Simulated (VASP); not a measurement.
MnO:

```
Mn O
1.0
     0.00000    2.22200    2.22200
     2.22200    0.00000    2.22200
     2.22200    2.22200    0.00000
Mn O
1 1
Cartesian
  0.0000 0.0000 0.0000
  2.2220 2.2220 2.2220
```

Base run:

```yaml
Program: VASP 6.6.1
Functional: PBE
Potentials_or_basis: VASP PAW PBE potentials, release 64 (Mn_pv, O)
Cutoff: 520 eV
k_mesh: 10 × 10 × 10
Occupations: gaussian, width 0.05 eV
Spin: collinear spin, ferromagnetic start
Starting_moments: "[5.0, 0.0] μB"
Hubbard_terms: Mn d U = 3.9 eV
```

Its results: band gap on the k mesh 0.21 eV, indirect (least direct gap 2.70 eV); pressure 7.9 GPa; net moment 5.00 μB per cell; site moments Mn +4.62; O +0.16 μB.

Question: The run is repeated on the same cell with these changes: k mesh from 10 × 10 × 10 to 5 × 5 × 5. What comes out?

Answer: Band gap on the k mesh 0.39 eV, indirect (least direct gap 2.70 eV); pressure 7.9 GPa; net moment 5.00 μB per cell; site moments Mn +4.62; O +0.16 μB.

Caveats: some runs use coarse meshes; a cell with one magnetic atom can't hold antiferromagnetic order, which such compounds often take.

A k mesh can miss the band edges.
